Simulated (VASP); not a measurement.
# BAsH6 in VASP: further runs

The runs below take BAsH6 through single point, relaxation of the atoms, with PBE.

Everything below comes from runs of VASP 6.6.1. Logs are shortened: lines on timing, memory, paths and dates and some standing lists are left out, and cuts for length are marked.

## Step 1: The cell of the first run

The cell holds a cluster in a box, 8 atoms: a = 10.800 Å, b = 11.100 Å, c = 11.400 Å, α = 90.00°, β = 90.00°, γ = 90.00°.

## Step 2: Single point, PBE

File INCAR:

```
SYSTEM = BAsH6
PREC = Accurate
ENCUT = 520
EDIFF = 1E-7
ISMEAR = 0
SIGMA = 0.05
LREAL = .FALSE.
LASPH = .TRUE.
NELM = 100
ALGO = Normal
ISIF = 2
LWAVE = .FALSE.
LCHARG = .TRUE.
GGA = PE
LELF = .TRUE.
LVHAR = .TRUE.
NBANDS = 17
```

File KPOINTS:

```
Automatic mesh
0
G
  1 1 1
  0 0 0
```

File POSCAR:

```
BAsH6
1.0
   10.8000000000      0.0000000000      0.0000000000
    0.0000000000     11.1000000000      0.0000000000
    0.0000000000      0.0000000000     11.4000000000
B As H
1 1 6
Direct
    0.4284525884      0.4303870991      0.5677835918
    0.5387221383      0.5376636118      0.4633342356
    0.5043275557      0.3736066921      0.6230675867
    0.3701025533      0.5042280154      0.6230594856
    0.3701074301      0.3736135426      0.4958768133
    0.4785023465      0.6249506889      0.3783371205
    0.6284276110      0.4790920346      0.3783239915
    0.6284340020      0.6249649132      0.5203554880
```

Potentials or basis: VASP PAW PBE potentials, release 64 (B, As, H).

Started as:

```bash
$ cat potpaw_PBE.64/B/POTCAR potpaw_PBE.64/As/POTCAR potpaw_PBE.64/H/POTCAR > POTCAR
$ mpirun -np 1 vasp_gam > vasp.out
```

OUTCAR:

```text
SYSTEM = BAsH6
   PREC = Accurate
   ENCUT = 520
   EDIFF = 1E-7
   ISMEAR = 0
   LREAL = .FALSE.
   LASPH = .TRUE.
   NELM = 100
   ISIF = 2
   GGA = PE

 ion  position               nearest neighbor table
   1  0.428  0.430  0.568-   3 1.21   4 1.21   5 1.21   2 2.06
   2  0.539  0.538  0.463-   8 1.52   7 1.52   6 1.52   1 2.06
   3  0.504  0.374  0.623-   1 1.21
   4  0.370  0.504  0.623-   1 1.21
   5  0.370  0.374  0.496-   1 1.21
   6  0.479  0.625  0.378-   2 1.52
   7  0.628  0.479  0.378-   2 1.52
   8  0.628  0.625  0.520-   2 1.52

  LATTYP: Found a simple orthorhombic cell.
 ALAT       =    10.8000000000
 B/A-ratio  =     1.0277777778
 C/A-ratio  =     1.0555555556

  Lattice vectors:

 A1 = (  10.8000000000,   0.0000000000,   0.0000000000)
 A2 = (   0.0000000000,  11.1000000000,   0.0000000000)
 A3 = (   0.0000000000,   0.0000000000,  11.4000000000)

Analysis of symmetry for initial positions (statically):
=====================================================================
 Subroutine PRICEL returns:
 Original cell was already a primitive cell.

 Routine SETGRP: Setting up the symmetry group for a
 simple orthorhombic supercell.

 Subroutine GETGRP returns: Found  1 space group operations
 (whereof  1 operations were pure point group operations)
 out of a pool of  8 trial point group operations.

The static configuration has the point symmetry C_1 .

Analysis of symmetry for dynamics (positions and initial velocities):
=====================================================================
 Subroutine PRICEL returns:
 Original cell was already a primitive cell.

 Routine SETGRP: Setting up the symmetry group for a
 simple orthorhombic supercell.

 Subroutine GETGRP returns: Found  1 space group operations
 (whereof  1 operations were pure point group operations)
 out of a pool of  8 trial point group operations.

The dynamic configuration has the point symmetry C_1 .

 Subroutine INISYM returns: Found  1 space group operations
 (whereof  1 operations are pure point group operations),
 and found     1 'primitive' translations

----------------------------------------------------------------------------------------

                                     Primitive cell

  volume of cell :    1366.6320

  direct lattice vectors                    reciprocal lattice vectors
    10.800000000  0.000000000  0.000000000     0.092592593  0.000000000  0.000000000
     0.000000000 11.100000000  0.000000000     0.000000000  0.090090090  0.000000000
     0.000000000  0.000000000 11.400000000     0.000000000  0.000000000  0.087719298

  length of vectors
    10.800000000 11.100000000 11.400000000     0.092592593  0.090090090  0.087719298

  position of ions in fractional coordinates (direct lattice)
     0.428452588  0.430387099  0.567783592
     0.538722138  0.537663612  0.463334236
     0.504327556  0.373606692  0.623067587
     0.370102553  0.504228015  0.623059486
     0.370107430  0.373613543  0.495876813
     0.478502347  0.624950689  0.378337120
     0.628427611  0.479092035  0.378323991
     0.628434002  0.624964913  0.520355488

  ion indices of the primitive-cell ions
   primitive index   ion index
                 1           1
                 2           2
                 3           3
                 4           4
                 5           5
                 6           6
                 7           7
                 8           8

----------------------------------------------------------------------------------------

 KPOINTS: Automatic mesh

Automatic generation of k-mesh.
 Grid dimensions read from file:
 generate k-points for:    1    1    1

 Generating k-lattice:

  Cartesian coordinates                     Fractional coordinates (reciprocal lattice)
     0.092592593  0.000000000  0.000000000     1.000000000  0.000000000  0.000000000
     0.000000000  0.090090090  0.000000000     0.000000000  1.000000000  0.000000000
     0.000000000  0.000000000  0.087719298     0.000000000  0.000000000  1.000000000

  Length of vectors
     0.092592593  0.090090090  0.087719298

  Shift w.r.t. Gamma in fractional coordinates (k-lattice)
     0.000000000  0.000000000  0.000000000

 Subroutine IBZKPT returns following result:
 ===========================================

 Found      1 irreducible k-points:

 Following reciprocal coordinates:
            Coordinates               Weight
  0.000000  0.000000  0.000000      1.000000
   k-points           NKPTS =      1   k-points in BZ     NKDIM =      1   number of bands    NBANDS=     17
   number of dos      NEDOS =    301   number of ions     NIONS =      8
   total plane-waves  NPLWV = 604800
   dimension x,y,z NGX =    80 NGY =   84 NGZ =   90
   dimension x,y,z NGXF=   160 NGYF=  168 NGZF=  180
   ions per type =               1   1   6
   NGX,Y,Z   is equivalent  to a cutoff of  12.31, 12.58, 13.12 a.u.
   NGXF,Y,Z  is equivalent  to a cutoff of  24.63, 25.16, 26.25 a.u.
 SYSTEM =  BAsH6
   PREC   = accura    normal or accurate (medium, high low for compatibility)
   ISTART =      0    job   : 0-new  1-cont  2-samecut
   ICHARG =      2    charge: 1-file 2-atom 10-const
   ISPIN  =      1    spin polarized calculation?
   LNONCOLLINEAR =      F non collinear calculations
   LSORBIT =      F    spin-orbit coupling
   LASPH  =      T    aspherical Exc in radial PAW
   ENCUT  =  520.0 eV  38.22 Ry    6.18 a.u.  20.08 20.64 21.20*2*pi/ulx,y,z
   NELM   =    100;   NELMIN=  2; NELMDL= -5     # of ELM steps
   EDIFF  = 0.1E-06   stopping-criterion for ELM
   LREAL  =      F    real-space projection
   EDIFFG = 0.1E-05   stopping-criterion for IOM
   NSW    =      0    number of steps for IOM
   IBRION =     -1    ionic relax: 0-MD 1-quasi-New 2-CG
   NFREE  =      0    steps in history (QN), initial steepest desc. (CG)
   ISIF   =      2    stress and relaxation
   ISYM   =      2    0-nonsym 1-usesym 2-fastsym
   POTIM  = 0.5000    time-step for ionic-motion
   TEBEG  =    0.0;   TEEND  =   0.0 temperature during run
   PSTRESS=    0.0 pullay stress
   NELECT =      14.0000    total number of electrons
   NUPDOWN=      -1.0000    fix difference up-down
   EMIN   =  10.00;   EMAX   =-10.00  energy-range for DOS
   EFERMI =   0.00;   METHOD = LEGACY
   ISMEAR =     0;   SIGMA  =   0.05  broadening in eV -4-tet -1-fermi 0-gaus
   EFERMI_NEDOS =   21; number of points for ismear=-14 and -15
   IALGO  =     38    algorithm
   IMIX   =      4    mixing-type and parameters
     AMIX     =   0.40;   BMIX     =  1.00
     AMIX_MAG =   1.60;   BMIX_MAG =  1.00
  volume/ion in A,a.u.               =     170.83      1152.81
  Fermi-wavevector in a.u.,A,eV,Ry     =   0.355550  0.671892  1.719988  0.126416
  Thomas-Fermi vector in A             =   1.271464
   LORBIT       =      0    0 simple, 1 ext, 2 COOP (PROOUT), +10 PAW based schemes
   GGA     = PE    functional components
   LHFCALC =     F    Hartree Fock is set to
   AEXX    =    0.0000 exact exchange contribution
   IVDW    =     0    specifies the selected vdW correction
   LEPSILON=     F    determine dielectric tensor
   LRPA    =     F    only Hartree local field effects (RPA)
 non-spin polarized calculation
 Gauss-broadening in eV      SIGMA  =   0.05
  energy-cutoff  :      520.00
  volume of cell :     1366.63
 maximum number of plane-waves:     18406
   NGX = 41   NGY = 41   NGZ = 43

 number of electron      14.0000002 magnetization

 Free energy of the ion-electron system (eV)
  ---------------------------------------------------
  ext. energy  EPLUGINS =         0.00000000
  ---------------------------------------------------
  free energy    TOTEN  =       -31.21894503 eV

  energy without entropy =      -31.21894503  energy(sigma->0) =      -31.21894503

 E-fermi :  -6.8290     XC(G=0):  -0.9749

 val. band max:       -7.1086508253   @ k =   0.0000   0.0000   0.0000
 cond. band min:      -1.0947750391   @ k =   0.0000   0.0000   0.0000
 fundamental gap:      6.0138757862
 Fermi energy:        -6.8290246820

 k-point     1 :       0.0000    0.0000    0.0000
  band No.  band energies     occupation
      1     -17.2183      2.00000
      2     -11.9239      2.00000
      3      -9.9187      2.00000
      4      -9.9185      2.00000
      5      -7.4361      2.00000
      6      -7.1097      2.00000
[... 9 lines left out ...]
     16       0.9842      0.00000
     17       1.6177      0.00000

------------------------ aborting loop because EDIFF is reached ----------------------------------------

  FORCE on cell =-STRESS in cart. coord.  units (eV):
  Direction    XX          YY          ZZ          XY          YZ          ZX
  --------------------------------------------------------------------------------------
  -------------------------------------------------------------------------------------
  Total        0.0540382      0.0545615      0.0519889     -0.0032950      0.0046908      0.0038648
  in kB        0.0633519      0.0639654      0.0609495     -0.0038629      0.0054993      0.0045309
  external PRESSURE =       0.0627556 kB  Pullay stress =       0.0000000 kB

 VOLUME and BASIS-vectors are now :
 -----------------------------------------------------------------------------
  energy-cutoff  :      520.00
  volume of cell :     1366.63
      direct lattice vectors                 reciprocal lattice vectors
    10.800000000  0.000000000  0.000000000     0.092592593  0.000000000  0.000000000
     0.000000000 11.100000000  0.000000000     0.000000000  0.090090090  0.000000000
     0.000000000  0.000000000 11.400000000     0.000000000  0.000000000  0.087719298

 POSITION                                       TOTAL-FORCE (eV/Angst)
 -----------------------------------------------------------------------------------
      4.62729      4.77730      6.47273         0.002788      0.002854     -0.004184
      5.81820      5.96807      5.28201        -0.066162     -0.066335      0.066719
      5.44674      4.14703      7.10297         0.006260     -0.009000      0.008904
      3.99711      5.59693      7.10288        -0.009232      0.006373      0.008786
      3.99716      4.14711      5.65300        -0.008865     -0.008581     -0.006117
      5.16783      6.93695      4.31304        -0.032199      0.053396     -0.053399
      6.78702      5.31792      4.31289         0.053638     -0.032328     -0.053396
      6.78709      6.93711      5.93205         0.053772      0.053621      0.032687
 -----------------------------------------------------------------------------------
    total drift:                               -0.000094     -0.000228     -0.000216

  FREE ENERGIE OF THE ION-ELECTRON SYSTEM (eV)
  ---------------------------------------------------
  free  energy   TOTEN  =       -31.2189450315 eV

  energy  without entropy=      -31.2189450315  energy(sigma->0) =      -31.21894503
```

Wall time 74 s (1 thread of Intel Xeon 6975P-C (Granite Rapids), shared host); peak memory 1 GiB.

What came out:

| Item | Value |
| --- | --- |
| Free energy | -31.2189 eV |
| Largest force | 0.115 eV/Å |
| Gap between the frontier levels | 6.01 eV |

Forces on the atoms (eV/Å):
```
B    0.003  0.003 -0.004
As  -0.066 -0.066  0.067
H    0.006 -0.009  0.009
H   -0.009  0.006  0.009
H   -0.009 -0.009 -0.006
H   -0.032  0.053 -0.053
H    0.054 -0.032 -0.053
H    0.054  0.054  0.033
```

Levels at points of the mesh, in eV from the valence-band top:
```csv
k point,band 3,band 4,band 5,band 6,band 7,band 8,band 9,band 10,band 11,band 12
"(0.00, 0.00, 0.00)",-2.81,-2.81,-0.33,0.00,0.00,6.01,6.71,6.72,7.06,7.62
```

## Step 3: Relaxation of the atoms, PBE

File INCAR:

```
PREC = Accurate
ENCUT = 520
EDIFF = 1E-7
ISMEAR = 0
SIGMA = 0.05
LREAL = F
LASPH = T
NELM = 60
ALGO = Normal
ISIF = 2
LWAVE = F
LCHARG = F
GGA = PE
IBRION = 2
NSW = 60
EDIFFG = -0.03
```

File KPOINTS:

```
regular mesh
0
Gamma
  1 1 1
```

File POSCAR:

```
BAsH6
1.0
   10.8000000000      0.0000000000      0.0000000000
    0.0000000000     11.1000000000      0.0000000000
    0.0000000000      0.0000000000     11.4000000000
B As H
1 1 6
Direct
    0.4355217049      0.4372643616      0.5610847006
    0.5468370368      0.5455711710      0.4556280704
    0.4991371513      0.3753682516      0.6213519655
    0.3719062586      0.4991604715      0.6213519655
    0.3719062586      0.3753682516      0.5008174357
    0.4655803323      0.6246317484      0.3786480345
    0.6280937414      0.4665105936      0.3786480345
    0.6280937414      0.6246317484      0.5326081062
```

Potentials or basis: VASP PAW PBE potentials, release 64 (B, As, H).

Started as:

```bash
$ cat potpaw_PBE.64/B/POTCAR potpaw_PBE.64/As/POTCAR potpaw_PBE.64/H/POTCAR > POTCAR
$ mpirun -np 1 vasp_gam > vasp.out
```

It took 11 min on 1 thread of Intel Xeon 6975P-C (Granite Rapids), shared host; peak memory 1.1 GiB.

It converged, with:

```
Free energy                     : -31.2195 eV
Energy gained by relaxing       : 49.8 meV/atom
Ionic steps                     : 15
Largest force after relaxing    : 0.012 eV/Å
Gap between the frontier levels : 5.99 eV
```

Forces on the atoms (eV/Å):
```
B   -0.010 -0.006  0.002
As  -0.005 -0.005  0.006
H    0.003  0.002 -0.002
H    0.004  0.001 -0.004
H    0.006  0.005  0.000
H    0.006 -0.002  0.002
H   -0.002  0.006  0.002
H   -0.002 -0.002 -0.005
```

Step by step:
```tsv
step	energy change (eV)	largest force (eV/Å)	pressure (GPa)
1	0.0000	2.2062	-0.01
2	-0.2270	1.2712	-0.09
3	-0.2312	1.4576	-0.10
4	-0.3703	0.3313	-0.03
5	-0.3833	0.1786	-0.01
6	-0.3884	0.1500	0.01
7	-0.3884	0.1887	0.02
8	-0.3924	0.1283	0.01
9	-0.3933	0.2440	0.01
10	-0.3964	0.1069	0.01
11	-0.3968	0.1203	0.02
12	-0.3983	0.0419	-0.01
13	-0.3983	0.0506	-0.01
14	-0.3982	0.1026	-0.02
15	-0.3984	0.0123	-0.01
```

Final structure:
```cif
data_structure
_symmetry_space_group_name_H-M 'P 1'
_symmetry_Int_Tables_number 1
_cell_length_a 10.8000
_cell_length_b 11.1000
_cell_length_c 11.4000
_cell_angle_alpha 90.000
_cell_angle_beta 90.000
_cell_angle_gamma 90.000
_cell_volume 1366.63
loop_
_atom_site_label
_atom_site_type_symbol
_atom_site_fract_x
_atom_site_fract_y
_atom_site_fract_z
_atom_site_occupancy
B1 B 0.42839 0.43033 0.56784 1
As1 As 0.53875 0.53768 0.46332 1
H1 H 0.50418 0.37344 0.62322 1
H2 H 0.36991 0.50410 0.62322 1
H3 H 0.36992 0.37345 0.49599 1
H4 H 0.47840 0.62527 0.37803 1
H5 H 0.62876 0.47897 0.37803 1
H6 H 0.62876 0.62527 0.52049 1
```

Levels at points of the mesh, in eV from the valence-band top:
```tsv
k point	band 4	band 5	band 6	band 7	band 8	band 9	band 10	band 11
(0.00, 0.00, 0.00)	-2.79	-0.34	0.00	0.00	5.99	6.69	6.69	7.06
```
